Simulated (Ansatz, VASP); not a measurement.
**SnTe in VASP and in Ansatz**

```
Sn Te
1.0
     0.00000    2.91802    2.91802
     2.91802    0.00000    2.91802
     2.91802    2.91802    0.00000
Sn Te
1 1
Direct
  0.00000 0.00000 0.00000
  0.50000 0.50000 0.50000
```

Change from the starting cell: volume scaled by 0.8, PAW files.

Alike in both runs: task single point; functional PBEsol; k mesh 11 × 11 × 11; occupations fermi-dirac, width 0.08 eV; no spin polarisation.

|  | VASP | Ansatz |
| --- | --- | --- |
| version | VASP 6.6.1 | Ansatz 0.2.0 |
| potentials or method | VASP PAW PBE potentials, release 64 (Sn_d, Te) | PAW with Ansatz's default frozen-core files, scalar-relativistic |
| plane-wave cutoff (eV) | 520 | 420 |
| valence electrons in the cell | 20 | 30 |

Ansatz gave:

| Property | Result |
| --- | --- |
| pressure (GPa) | 17.1 |

**Question.** Estimate VASP's values.

**Answer.** Pressure (GPa): 17.2.

VASP's potentials were made for PBE, not for PBEsol. The functional is the same, so the differences come from potentials, cutoffs and numerics. VASP's potentials hold 20 valence electrons a cell and Ansatz's 30, so a difference there can come from the potentials and not from the codes.

Neither program's run includes spin-orbit coupling.
